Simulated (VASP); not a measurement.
Here is a VASP 6.6.1 calculation.

POSCAR

```
Mg
1.0
    2.8977848105      0.0000000000      0.0000000000
   -1.4488924053      2.5095552606      0.0000000000
    0.0000000000      0.0000000000      2.9687166308
Mg
1
Direct
    0.0000000000      0.0000000000      0.0000000000
```

The input INCAR.step1:

```
PREC = Accurate
ENCUT = 520
ISMEAR = 0
SIGMA = 0.15
LREAL = F
LASPH = T
NELM = 100
NBANDS = 7
GGA = PE
ALGO = Normal
EDIFF = 1E-4
LWAVE = T
LCHARG = F
```

Contents of INCAR.step2:

```
PREC = Accurate
ENCUT = 520
EDIFF = 1E-6
ISMEAR = 0
SIGMA = 0.15
LREAL = F
LASPH = T
NELM = 100
ALGO = Normal
ISIF = 2
LWAVE = F
LCHARG = T
METAGGA = R2SCAN
LMIXTAU = T
LELF = T
LVHAR = T
NBANDS = 7
ISTART = 1
```

The input KPOINTS:

```
regular mesh
0
Gamma
  18 18 16
```

Potentials or basis: VASP PAW PBE potentials, release 64 (Mg).

Launch:

```bash
$ cat potpaw_PBE.64/Mg/POTCAR > POTCAR
$ cp INCAR.step1 INCAR
$ mpirun -np 1 vasp_std > vasp.out
$ cp INCAR.step2 INCAR
$ mpirun -np 1 vasp_std > vasp.out
```

(1) What does it give for the band gap on the k mesh?

(2) Estimate the pressure.

Results:

(1) zero (band 1 reaches 6.38 eV, above the bottom of band 2 at -0.14 eV).

(2) 6.1 GPa.

Caveat: the cell differs from its parent crystal (strain -0.050 along x and y, -0.025 along z); the PAW data sets were made with another functional, which shifts forces and pressure a little.
